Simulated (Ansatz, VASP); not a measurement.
## BaTiO3 in VASP and in Ansatz

```
CELL_PARAMETERS angstrom
4.01923 0.00000 0.00000
0.00000 4.01923 0.00000
0.00000 0.00000 4.01928
ATOMIC_POSITIONS crystal
Ba 0.00000 0.00000 0.00000
Ti 0.50000 0.50000 0.50000
O 0.44722 0.55278 0.00000
O 0.44722 0.05278 0.50000
O 0.94722 0.55278 0.50000
```

Change from the starting cell: all O atoms moved -0.300 Å, as atom 3 along Cartesian [1 -1 0].

Alike in both runs: task single point; functional PBE; k mesh 8 × 8 × 8; occupations gaussian, width 0.05 eV; no spin polarisation.

```csv
,VASP,Ansatz
version,VASP 6.6.1,Ansatz 0.2.0
potentials or method,"VASP PAW PBE potentials, release 64 (Ba_sv, Ti_sv, O), cutoff 520 eV","scalar-relativistic, plane waves, PAW"
valence electrons in the cell,40,40
```

```csv
,VASP,Ansatz,Ansatz less VASP
gap on the k mesh at the Fermi level (eV),2.58,2.61,+0.034
least direct gap on the mesh (eV),3.07,3.11,+0.036
pressure (GPa),8.0,6.1,-1.90
"traceless stress, the component that is largest in VASP (GPa)",-4.33,-4.14,+0.194
rms of the force components (eV/Å),0.477,0.409,-0.0685
```

Atom by atom the forces differ by 0.072 eV/Å (rms over components).

Neither program's run includes spin-orbit coupling.
